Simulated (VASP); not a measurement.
Runs of VASP 6.6.1 on AlB2N3. The structure is that of space group P6_3/mmc (No. 194), or close to it. The cells are those of the table. 

```tsv
task	cell	k mesh	cutoff (eV)	smearing	k mesh for the DOS	occupations for the DOS	gap on the mesh (eV)	pressure (GPa)	relaxed volume (Å³/atom)	largest force (eV/Å)
single point	a = 2.768, b = 2.768, c = 24.268 Å, angles 90.0, 90.0, 120.0°, 12 atoms	6 × 6 × 1	520	gaussian 0.1 eV	-	-	2.85	0.4	-	0.01
single point	a = 2.591, b = 2.591, c = 21.297 Å, angles 90.0, 90.0, 120.0°, 12 atoms	6 × 6 × 1	520	gaussian 0.1 eV	-	-	2.88	(a)	-	(c)
single point	a = 2.768, b = 2.768, c = 25.977 Å, angles 90.0, 90.0, 120.0°, 12 atoms	12 × 12 × 1	520	gaussian 0.02 eV	-	-	2.97	0.3	-	-
relaxation of cell and atoms	relaxed from a = 2.768, b = 2.768, c = 24.268 Å, angles 90.0, 90.0, 120.0°, 12 atoms	12 × 12 × 1	600	gaussian 0.02 eV	-	-	2.85	0.0	(b)	-
relaxation of cell and atoms	relaxed from a = 2.591, b = 2.591, c = 21.297 Å, angles 90.0, 90.0, 120.0°, 12 atoms	6 × 6 × 1	600	gaussian 0.1 eV	-	-	2.84	0.1	13.25	-
```

Alike in all rows: level PBE; potentials or basis VASP PAW PBE potentials, release 64 (Al, B, N); no spin polarisation.

Fill in the values left out.

(a) 47.2; (b) 13.44; (c) 0.02.

Caveats: some runs use coarse meshes; the volume moved by over 15 % at a fixed basis, so the end points are rough (some runs).

A k mesh can miss the band edges.
